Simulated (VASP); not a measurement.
Here is a VASP 6.6.1 calculation.

File INCAR:

```
SYSTEM = Cd4SeS3
PREC = Accurate ; ENCUT = 520
EDIFF = 1E-6 ; ISMEAR = 0
SIGMA = 0.02 ; LREAL = .FALSE.
LASPH = .TRUE. ; NELM = 80
ALGO = Normal ; ISIF = 2
LWAVE = .FALSE. ; LCHARG = .FALSE.
GGA = PE ; NBANDS = 46
```

File KPOINTS:

```
Automatic mesh
0
G
  6 6 4
  0 0 0
```

File POSCAR:

```
Cd4SeS3
1.0
    4.2418401000      0.0000000000      0.0000000000
    0.0000000000      4.2418401000      0.0000000000
    0.0000000000      0.0000000000     11.9614623000
Cd Se S
4 1 3
Direct
    0.5000000000      0.0000000000      0.6216120000
    0.0000000000      0.5000000000      0.8655710000
    0.5000000000      0.0000000000      0.1344290000
    0.0000000000      0.5000000000      0.3783880000
    0.0000000000      0.0000000000      0.0000000000
    0.5000000000      0.5000000000      0.2565630000
    0.0000000000      0.0000000000      0.5000000000
    0.5000000000      0.5000000000      0.7434370000
```

Potentials or basis: VASP PAW PBE potentials, release 64 (Cd, Se, S).

The run is started by

```console
$ cat potpaw_PBE.64/Cd/POTCAR potpaw_PBE.64/Se/POTCAR potpaw_PBE.64/S/POTCAR > POTCAR
$ mpirun -np 1 vasp_std > vasp.out
```

What does it give for the band gap on the k mesh?

0.84 eV.

Predict the pressure.

0.3 GPa.

A k mesh can miss the band edges.
